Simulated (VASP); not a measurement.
Wanted: the native input for a VASP 6.6.1 run.

```yaml
Task: single point
Functional: PBEsol
Potentials_or_basis: VASP PAW PBE potentials, release 64 (Li_sv, H)
Cutoff: 520 eV
k_mesh: 3 × 3 × 3
Occupations: gaussian, width 0.15 eV
Spin: no spin polarisation
Dipole_correction: no
Further_INCAR_settings: LREAL = Auto; ALGO = Normal; EDIFF = 1e-06; NBANDS = 38
```

The structure of Li16H (a cell with a defect) lies in POSCAR:

```
Li16H
1.0
    6.9800000000      0.0000000000      0.0000000000
    0.0000000000      6.9800000000      0.0000000000
    0.0000000000      0.0000000000      6.9800000000
Li H
16 1
Direct
    0.0124712034     -0.0002757880      0.0153028653
    0.4869147564     -0.0002707736      0.0153607450
    0.0085759312      0.4998770774     -0.0114369628
   -0.0210565903      0.0002501433      0.4991785100
    0.2499537249      0.2568889685      0.2617924069
    0.4912594556      0.4998896848     -0.0116388252
    0.5204901146      0.0002845272      0.4990087393
    0.7498954155      0.2624595989      0.2340908309
   -0.0057055874      0.5005121777      0.5046752149
    0.2499644699      0.7426703438      0.2623474212
    0.2501856734      0.2436971347      0.7445295129
    0.5054002865      0.5005292264      0.5046964183
    0.7499017192      0.7358779370      0.2339372493
    0.7500835244      0.2302369628      0.7510846705
    0.2502011461      0.7554607450      0.7444908309
    0.7501179083      0.7682319484      0.7515626074
    0.7498431232     -0.0004449857      0.6269371060
```

One way to write it, as run:

INCAR

```
PREC     = Accurate       # precision mode
ENCUT    = 520            # plane-wave cutoff, eV
EDIFF    = 1E-6           # SCF threshold, eV
ISMEAR   = 0              # smearing method
SIGMA    = 0.15           # smearing width, eV
LREAL    = Auto         
LASPH    = True           # aspherical terms in the spheres
NELM     = 80             # most SCF steps
ALGO     = Normal         # electronic algorithm
ISIF     = 2              # what is computed and relaxed
LWAVE    = False          # write WAVECAR
LCHARG   = False          # write CHGCAR
GGA      = PS             # functional
NBANDS   = 38             # bands
```

KPOINTS

```
regular mesh
0
Gamma
  3 3 3
```

Potentials or basis: VASP PAW PBE potentials, release 64 (Li_sv, H).

Command:

```bash
$ cat potpaw_PBE.64/Li_sv/POTCAR potpaw_PBE.64/H/POTCAR > POTCAR
$ mpirun -np 1 vasp_std > vasp.out
```

It gave:

```json
{
 "Largest force": "0.015 eV/Å",
 "Band gap on the k mesh": "zero (an odd number of electrons rules out a gap without spin polarisation)"
}
```

Caveat: the PAW data sets were made with another functional, which shifts forces and pressure a little.

Wall time 4.4 min on 1 thread of Oxide Virtual Turin-like Processor (shared host), peak memory 0.38 GiB.
